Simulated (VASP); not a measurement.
Input of a VASP 6.6.1 run:

File INCAR:

```
SYSTEM = MoS2
PREC     = Accurate       ! precision mode
ENCUT    = 520            ! plane-wave cutoff, eV
EDIFF    = 1E-6           ! SCF threshold, eV
ISMEAR   = -1             ! smearing method
SIGMA    = 0.05           ! smearing width, eV
LREAL    = .False.        ! projectors in reciprocal space
LASPH    = .True.         ! aspherical terms in the spheres
NELM     = 60             ! most SCF steps
ALGO     = Normal         ! electronic algorithm
ISIF     = 2              ! what is computed and relaxed
LWAVE    = .False.        ! write WAVECAR
LCHARG   = .True.         ! write CHGCAR
GGA      = RE             ! functional
IVDW     = 12             ! dispersion correction
LELF     = .True.         ! ELF
LVHAR    = .True.       
NBANDS   = 20             ! bands
```

Contents of KPOINTS:

```
regular mesh
0
Gamma
  9 9 4
  0 0 0
```

File POSCAR:

```
MoS2
1.0
    3.2058030729      0.0000000000      0.0000000000
   -1.6029015365      2.7763069006      0.0000000000
    0.0000000000      0.0000000000      6.2701065500
Mo S
1 2
Direct
    0.0000000000      0.0000000000      0.5000000000
    0.6666666667      0.3333333333      0.7446806800
    0.3333333333      0.6666666667      0.2553193200
```

Potentials or basis: VASP PAW PBE potentials, release 64 (Mo_sv, S).

Launch:

```console
$ cat potpaw_PBE.64/Mo_sv/POTCAR potpaw_PBE.64/S/POTCAR > POTCAR
$ mpirun -np 1 vasp_std > vasp.out
```

(1) What does it give for the largest force?

(2) What does it give for the dispersion energy per atom?

## Answers

(1) 0.641 eV/Å.

(2) -0.795 eV.

Caveat: the PAW data sets were made with another functional, which shifts forces and pressure a little.
